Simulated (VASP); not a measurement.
# La4TaO (P-3m1) in VASP: single point with PBE

Aim: the single point of La4TaO with PBE.

Program: VASP 6.6.1. These are calculated values, not measurements. Logs are shortened: lines on timing, memory, paths and dates and some standing lists are left out, and cuts for length are marked.

## (1) The cell of the first run

It takes space group P-3m1 (No. 164, trigonal). Conventional cell: a = 3.883 Å, b = 3.883 Å, c = 15.013 Å, α = 90.00°, β = 90.00°, γ = 120.00°. La (site symmetry 3m) has 1 O at 2.10 Å within 2.8 Å. La (site symmetry 3m) has 3 Ta at 3.09 Å and 9 La at 3.88 to 3.97 Å within 4.1 Å. Within 4.1 Å of Ta (site symmetry -3m) lie 6 La at 3.09 Å and 6 Ta at 3.88 Å. Within 2.8 Å of O (site symmetry -3m) lie 2 La at 2.10 Å.

The cell was generated, and may not be a known phase.

## (2) Single point, PBE, collinear spin

File INCAR:

```
SYSTEM = La4TaO
PREC     = Accurate       ! precision mode
ENCUT    = 520            ! plane-wave cutoff, eV
EDIFF    = 1E-6           ! SCF threshold, eV
ISMEAR   = 0              ! smearing method
SIGMA    = 0.1            ! smearing width, eV
LREAL    = .FALSE.        ! projectors in reciprocal space
LASPH    = .TRUE.         ! aspherical terms in the spheres
NELM     = 150            ! most SCF steps
ALGO     = Normal         ! electronic algorithm
ISIF     = 2              ! what is computed and relaxed
LWAVE    = .FALSE.        ! write WAVECAR
LCHARG   = .FALSE.        ! write CHGCAR
ISPIN    = 2              ! spin polarisation
MAGMOM   = 0 0 0 0 1 0    ! initial moments
LORBIT   = 11             ! projections on sites
LMAXMIX  = 6              ! l up to which the mixer works
GGA      = PE             ! functional
NBANDS   = 44             ! bands
```

File KPOINTS:

```
regular mesh
0
G
  6 6 2
  0 0 0
```

File POSCAR:

```
La4TaO
1.0
    3.8827498039      0.0000000000      0.0000000000
   -1.9413749019      3.3625599667      0.0000000000
    0.0000000000      0.0000000000     15.0126720075
La Ta O
4 1 1
Direct
    0.0000000000      0.0000000000      0.1398745702
    0.0000000000      0.0000000000      0.8601254298
    0.3333333333      0.6666666667      0.6420315958
    0.6666666667      0.3333333333      0.3579684042
    0.0000000000      0.0000000000      0.5000000000
    0.0000000000      0.0000000000      0.0000000000
```

Potentials or basis: VASP PAW PBE potentials, release 64 (La, Ta_pv, O).

Command:

```sh
> cat potpaw_PBE.64/La/POTCAR potpaw_PBE.64/Ta_pv/POTCAR potpaw_PBE.64/O/POTCAR > POTCAR
> mpirun -np 1 vasp_std > vasp.out
```

OUTCAR:

```text
SYSTEM = La4TaO
   PREC = Accurate
   ENCUT = 520
   EDIFF = 1E-6
   ISMEAR = 0
   LREAL = .FALSE.
   LASPH = .TRUE.
   NELM = 150
   ISIF = 2
   ISPIN = 2
   LORBIT = 11
   GGA = PE

 ion  position               nearest neighbor table
   1  0.000  0.000  0.140-   6 2.10
   2  0.000  0.000  0.860-   6 2.10
   3  0.333  0.667  0.642-   5 3.09   5 3.09   5 3.09
   4  0.667  0.333  0.358-   5 3.09   5 3.09   5 3.09
   5  0.000  0.000  0.500-   3 3.09   4 3.09   3 3.09   4 3.09   4 3.09   3 3.09
   6  0.000  0.000  0.000-   1 2.10   2 2.10

  LATTYP: Found a hexagonal cell.
 ALAT       =     3.8827498039
 C/A-ratio  =     3.8665051228

  Lattice vectors:

 A1 = (   3.8827498039,   0.0000000000,   0.0000000000)
 A2 = (  -1.9413749019,   3.3625599667,   0.0000000000)
 A3 = (   0.0000000000,   0.0000000000,  15.0126720075)

Analysis of symmetry for initial positions (statically):
=====================================================================
 Subroutine PRICEL returns:
 Original cell was already a primitive cell.

 Routine SETGRP: Setting up the symmetry group for a
 hexagonal supercell.

 Subroutine GETGRP returns: Found 12 space group operations
 (whereof 12 operations were pure point group operations)
 out of a pool of 24 trial point group operations.

The static configuration has the point symmetry D_3d.

Analysis of symmetry for dynamics (positions and initial velocities):
=====================================================================
 Subroutine PRICEL returns:
 Original cell was already a primitive cell.

 Routine SETGRP: Setting up the symmetry group for a
 hexagonal supercell.

 Subroutine GETGRP returns: Found 12 space group operations
 (whereof 12 operations were pure point group operations)
 out of a pool of 24 trial point group operations.

The dynamic configuration has the point symmetry D_3d.

Analysis of structural, dynamic, and magnetic symmetry:
=====================================================================
 Subroutine PRICEL returns:
 Original cell was already a primitive cell.

 Routine SETGRP: Setting up the symmetry group for a
 hexagonal supercell.

 Subroutine GETGRP returns: Found 12 space group operations
 (whereof 12 operations were pure point group operations)
 out of a pool of 24 trial point group operations.

The overall configuration has the point symmetry D_3d.

 Subroutine INISYM returns: Found 12 space group operations
 (whereof 12 operations are pure point group operations),
 and found     1 'primitive' translations

----------------------------------------------------------------------------------------

                                     Primitive cell

  volume of cell :     196.0051

  direct lattice vectors                    reciprocal lattice vectors
     3.882749804  0.000000000  0.000000000     0.257549430  0.148696233  0.000000000
    -1.941374902  3.362559967  0.000000000     0.000000000  0.297392466  0.000000000
     0.000000000  0.000000000 15.012672008     0.000000000  0.000000000  0.066610394

  length of vectors
     3.882749804  3.882749804 15.012672008     0.297392466  0.297392466  0.066610394

  position of ions in fractional coordinates (direct lattice)
     0.000000000  0.000000000  0.139874570
     0.000000000  0.000000000  0.860125430
     0.333333333  0.666666667  0.642031596
     0.666666667  0.333333333  0.357968404
     0.000000000  0.000000000  0.500000000
     0.000000000  0.000000000  0.000000000

  ion indices of the primitive-cell ions
   primitive index   ion index
                 1           1
                 2           2
                 3           3
                 4           4
                 5           5
                 6           6

[... 34 lines left out ...]
  0.333333  0.333333  0.000000      2.000000
  0.000000  0.000000  0.500000      1.000000
  0.166667 -0.000000  0.500000      6.000000
  0.333333 -0.000000  0.500000      6.000000
  0.500000 -0.000000  0.500000      3.000000
  0.166667  0.166667  0.500000      6.000000
  0.333333  0.166667  0.500000     12.000000
  0.333333  0.333333  0.500000      2.000000
   k-points           NKPTS =     14   k-points in BZ     NKDIM =     14   number of bands    NBANDS=     44
   number of dos      NEDOS =    301   number of ions     NIONS =      6
   total plane-waves  NPLWV = 100800
   dimension x,y,z NGX =    30 NGY =   30 NGZ =  112
   dimension x,y,z NGXF=    60 NGYF=   60 NGZF=  224
   ions per type =               4   1   1
   NGX,Y,Z   is equivalent  to a cutoff of  12.84, 12.84, 12.40 a.u.
   NGXF,Y,Z  is equivalent  to a cutoff of  25.69, 25.69, 24.81 a.u.
 SYSTEM =  La4TaO
   PREC   = accura    normal or accurate (medium, high low for compatibility)
   ISTART =      0    job   : 0-new  1-cont  2-samecut
   ICHARG =      2    charge: 1-file 2-atom 10-const
   ISPIN  =      2    spin polarized calculation?
   LNONCOLLINEAR =      F non collinear calculations
   LSORBIT =      F    spin-orbit coupling
   LASPH  =      T    aspherical Exc in radial PAW
   ENCUT  =  520.0 eV  38.22 Ry    6.18 a.u.   7.22  7.22 27.91*2*pi/ulx,y,z
   NELM   =    150;   NELMIN=  2; NELMDL= -5     # of ELM steps
   EDIFF  = 0.1E-05   stopping-criterion for ELM
   LREAL  =      F    real-space projection
   EDIFFG = 0.1E-04   stopping-criterion for IOM
   NSW    =      0    number of steps for IOM
   IBRION =     -1    ionic relax: 0-MD 1-quasi-New 2-CG
   NFREE  =      0    steps in history (QN), initial steepest desc. (CG)
   ISIF   =      2    stress and relaxation
   ISYM   =      2    0-nonsym 1-usesym 2-fastsym
   POTIM  = 0.5000    time-step for ionic-motion
   TEBEG  =    0.0;   TEEND  =   0.0 temperature during run
   PSTRESS=    0.0 pullay stress
   NELECT =      61.0000    total number of electrons
   NUPDOWN=      -1.0000    fix difference up-down
   EMIN   =  10.00;   EMAX   =-10.00  energy-range for DOS
   EFERMI =   0.00;   METHOD = LEGACY
   ISMEAR =     0;   SIGMA  =   0.10  broadening in eV -4-tet -1-fermi 0-gaus
   EFERMI_NEDOS =   21; number of points for ismear=-14 and -15
   IALGO  =     38    algorithm
   IMIX   =      4    mixing-type and parameters
     AMIX     =   0.40;   BMIX     =  1.00
     AMIX_MAG =   1.60;   BMIX_MAG =  1.00
  volume/ion in A,a.u.               =      32.67       220.45
  Fermi-wavevector in a.u.,A,eV,Ry     =   1.109419  2.096498 16.746196  1.230811
  Thomas-Fermi vector in A             =   2.245958
   LORBIT       =     11    0 simple, 1 ext, 2 COOP (PROOUT), +10 PAW based schemes
   GGA     = PE    functional components
   LHFCALC =     F    Hartree Fock is set to
   AEXX    =    0.0000 exact exchange contribution
   IVDW    =     0    specifies the selected vdW correction
   LEPSILON=     F    determine dielectric tensor
   LRPA    =     F    only Hartree local field effects (RPA)
 spin polarized calculation
 Gauss-broadening in eV      SIGMA  =   0.10
  energy-cutoff  :      520.00
  volume of cell :      196.01
 maximum number of plane-waves:      5301
 NGX is ok and might be reduce to    30
   NGX = 15   NGY = 15   NGZ = 55

 number of electron      60.9999991 magnetization       0.0518910

 Free energy of the ion-electron system (eV)
  ---------------------------------------------------
  ext. energy  EPLUGINS =         0.00000000
  ---------------------------------------------------
  free energy    TOTEN  =       -38.32104228 eV

  energy without entropy =      -38.28355326  energy(sigma->0) =      -38.30229777

 E-fermi :   6.3422     XC(G=0):  -9.2970

 val. band max:        6.3341203888   @ k =   0.3333   0.3333   0.0000
 cond. band min:       6.3603555481   @ k =   0.3333   0.3333   0.0000
 fundamental gap:      0.0262351593
 Fermi energy:         6.3421854986

 spin component 1

 k-point     1 :       0.0000    0.0000    0.0000
  band No.  band energies     occupation
      1     -27.9964      1.00000
      2     -27.9964      1.00000
      3     -27.8743      1.00000
      4     -26.5611      1.00000
      5     -26.5188      1.00000
      6     -26.0804      1.00000
[... 619 lines left out ...]
     41       8.0878      0.00000
     42       8.0989      0.00000
 Fermi energy:         6.3421854986

 spin component 2

 k-point     1 :       0.0000    0.0000    0.0000
  band No.  band energies     occupation
      1     -27.9369      1.00000
      2     -27.9369      1.00000
      3     -27.8169      1.00000
      4     -26.5684      1.00000
      5     -26.5262      1.00000
      6     -26.0789      1.00000
[... 619 lines left out ...]
     41       8.0840      0.00000
     42       8.0951      0.00000
 [bands above 42 left out]

------------------------ aborting loop because EDIFF is reached ----------------------------------------

  FORCE on cell =-STRESS in cart. coord.  units (eV):
  Direction    XX          YY          ZZ          XY          YZ          ZX
  --------------------------------------------------------------------------------------
  -------------------------------------------------------------------------------------
  Total       -0.0063601     -0.0063601      0.2465515     -0.0000000      0.0000000      0.0000000
  in kB       -0.0519886     -0.0519886      2.0153517     -0.0000000      0.0000000      0.0000000
  external PRESSURE =       0.6371249 kB  Pullay stress =       0.0000000 kB

 VOLUME and BASIS-vectors are now :
 -----------------------------------------------------------------------------
  energy-cutoff  :      520.00
  volume of cell :      196.01
      direct lattice vectors                 reciprocal lattice vectors
     3.882749804  0.000000000  0.000000000     0.257549430  0.148696233  0.000000000
    -1.941374902  3.362559967  0.000000000     0.000000000  0.297392466  0.000000000
     0.000000000  0.000000000 15.012672008     0.000000000  0.000000000  0.066610394

 POSITION                                       TOTAL-FORCE (eV/Angst)
 -----------------------------------------------------------------------------------
      0.00000      0.00000      2.09989         0.000000     -0.000000     -0.010255
      0.00000      0.00000     12.91278         0.000000      0.000000      0.010255
     -0.00000      2.24171      9.63861         0.000000     -0.000000      0.008450
      1.94137      1.12085      5.37406        -0.000000     -0.000000     -0.008450
      0.00000      0.00000      7.50634         0.000000     -0.000000     -0.000000
      0.00000      0.00000      0.00000         0.000000     -0.000000     -0.000000
 -----------------------------------------------------------------------------------
    total drift:                               -0.000000      0.000000      0.000000

  FREE ENERGIE OF THE ION-ELECTRON SYSTEM (eV)
  ---------------------------------------------------
  free  energy   TOTEN  =       -38.3210422811 eV

  energy  without entropy=      -38.2835532575  energy(sigma->0) =      -38.30229777

 total charge

# of ion       s       p       d       f       tot
--------------------------------------------------
    1        2.060   5.589   0.848   0.178   8.674
    2        2.060   5.589   0.848   0.178   8.674
    3        2.065   5.551   0.944   0.117   8.678
    4        2.065   5.551   0.944   0.117   8.678
    5        0.402   6.009   2.375   0.000   8.785
    6        1.589   3.436   0.000   0.000   5.026
--------------------------------------------------
tot         10.242  31.724   5.959   0.590  48.515

 magnetization (x)

# of ion       s       p       d       f       tot
--------------------------------------------------
    1        0.000  -0.001  -0.010  -0.002  -0.014
    2        0.000  -0.001  -0.010  -0.002  -0.014
    3        0.000   0.000   0.003   0.002   0.006
    4        0.000   0.000   0.003   0.002   0.006
    5        0.002   0.002   0.092   0.000   0.095
    6        0.000   0.000   0.000   0.000   0.000
--------------------------------------------------
tot          0.002  -0.001   0.077  -0.000   0.079
```

Run time: 7.9 min. Hardware: 1 thread of Oxide Virtual Turin-like, shared host; peak memory 0.47 GiB.

Results:

- Free energy: -38.3210 eV
- Pressure: 0.1 GPa
- Largest force: 0.010 eV/Å
- Net moment: 0.05 μB per cell
- Site moments: La -0.01, +0.01 (each value once); Ta +0.10; O +0.00 μB
- Valence electrons inside the program's atomic spheres: La 8.67, 8.68 (each value once); Ta 8.79; O 5.03

Forces on the atoms (eV/Å):
```
La   0.000  0.000 -0.010
La   0.000  0.000  0.010
La   0.000  0.000  0.008
La   0.000  0.000 -0.008
Ta   0.000  0.000  0.000
O    0.000  0.000  0.000
```

Stress tensor (GPa, compression positive):
```
-0.01  0.00  0.00
 0.00 -0.01  0.00
 0.00  0.00  0.20
```

Caveat: spin-orbit coupling is left out, which moves the levels of the heavy elements.
